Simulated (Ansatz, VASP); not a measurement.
# Ga2Te2S: VASP beside Ansatz

File INCAR:

```
SYSTEM = Ga2Te2S
PREC = Accurate
ENCUT = 520
EDIFF = 1E-6
ISMEAR = 0
SIGMA = 0.1
LREAL = .FALSE.
LASPH = .TRUE.
NELM = 60
ALGO = Normal
ISIF = 2
LWAVE = .FALSE.
LCHARG = .FALSE.
GGA = PE
NBANDS = 30
```

Contents of KPOINTS:

```
regular mesh
0
G
  6 6 6
  0 0 0
```

The input POSCAR:

```
Ga2Te2S
1.0
   -2.3469123600      2.3469123600      5.5859921800
    2.3469123600     -2.3469123600      5.5859921800
    2.3469123600      2.3469123600     -5.5859921800
Ga Te S
2 2 1
Direct
    0.2500000000      0.7500000000      0.5000000000
    0.7500000000      0.2500000000      0.5000000000
    0.3689999900      0.3689999900      0.0000000000
    0.6310000100      0.6310000100      0.0000000000
    0.0000000000      0.0000000000      0.0000000000
```

Input for Ansatz:

```yaml
crystal:
  lattice:
    - [-2.34691236, 2.34691236, 5.58599218]
    - [2.34691236, -2.34691236, 5.58599218]
    - [2.34691236, 2.34691236, -5.58599218]
  atoms:
    - { symbol: Ga, position: [0.25, 0.75, 0.5] }
    - { symbol: Ga, position: [0.75, 0.25, 0.5] }
    - { symbol: Te, position: [0.36899999, 0.36899999, 0.0] }
    - { symbol: Te, position: [0.63100001, 0.63100001, 0.0] }
    - { symbol: S, position: [0.0, 0.0, 0.0] }
basis:
  ecutwfc: 420
kpoints:
  mp_grid: { grid: [6, 6, 6] }
hamiltonian:
  xc: pbe
scf:
  occupations: { method: gaussian, width: 0.1 }
  lower_state_search: "off"
output:
  forces: true
  stress: true
  eigenvalues: true
```

Change from the starting cell: species swapped into the PrNi2Ge2 type (I4/mmm, No. 139).

Alike in both runs: task single point; functional PBE; k mesh 6 × 6 × 6; occupations gaussian, width 0.1 eV; no spin polarisation.

|  | VASP | Ansatz |
| --- | --- | --- |
| version | VASP 6.6.1 | Ansatz 0.2.0 |
| potentials or method | VASP PAW PBE potentials, release 64 (Ga_d, Te, S), cutoff 520 eV | scalar-relativistic, plane waves, PAW |
| valence electrons in the cell | 44 | 64 |

```tsv
	VASP	Ansatz	Ansatz less VASP
gap on the k mesh at the Fermi level (eV)	none	none	-
pressure (GPa)	5.4	5.4	-0.06
traceless stress, the component that is largest in VASP (GPa)	2.66	2.75	+0.098
rms of the force components (eV/Å)	0.139	0.153	+0.0134
```

Atom by atom the forces differ by 0.013 eV/Å (rms over components). A gap of «none» marks a metal or a gap that the smearing closes. With one functional, cell and mesh, what is left measures potentials, basis and numerics. VASP's potentials hold 44 valence electrons a cell and Ansatz's 64, so a difference there can come from the potentials and not from the codes.

Neither program's run includes spin-orbit coupling.
